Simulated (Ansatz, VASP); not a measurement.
Two plane-wave programs on NbInS4

```
CELL_PARAMETERS angstrom
0.00000 3.80544 3.80544
3.80544 0.00000 3.80544
3.80544 3.80544 0.00000
ATOMIC_POSITIONS crystal
Nb 0.25000 0.25000 0.25000
In 0.00000 0.00000 0.00000
S 0.62337 0.62337 0.12989
S 0.62337 0.12989 0.62337
S 0.12989 0.62337 0.62337
S 0.62337 0.62337 0.62337
```

Change from the starting cell: species swapped into the MgBe4Cu type (F-43m, No. 216).

Alike in both runs: functional PBE; k mesh 8 × 8 × 8; occupations gaussian, width 0.1 eV; collinear spin.

Ansatz relaxed the structure, and its values are those at the end. VASP's run is a single point on that final structure, the one shown.

|  | VASP | Ansatz |
| --- | --- | --- |
| version | VASP 6.6.1 | Ansatz 0.2.0 |
| potentials or method | VASP PAW PBE potentials, release 64 (Nb_sv, In_d, S), cutoff 520 eV | scalar-relativistic, plane waves, PAW |
| valence electrons in the cell | 50 | 50 |

|  | VASP | Ansatz | Ansatz less VASP |
| --- | --- | --- | --- |
| gap on the k mesh at the Fermi level (eV) | none | none | - |
| pressure (GPa) | -0.1 | 0.0 | +0.09 |
| net moment per atom (μB) | 0.40 | 0.40 | -0.003 |
| size of the moment on the site where the two differ most (μB) | 1.63 | 1.78 | +0.147 |

Site moments also hang on the region over which each program counts them. A gap of «none» marks a metal or a gap that the smearing closes.
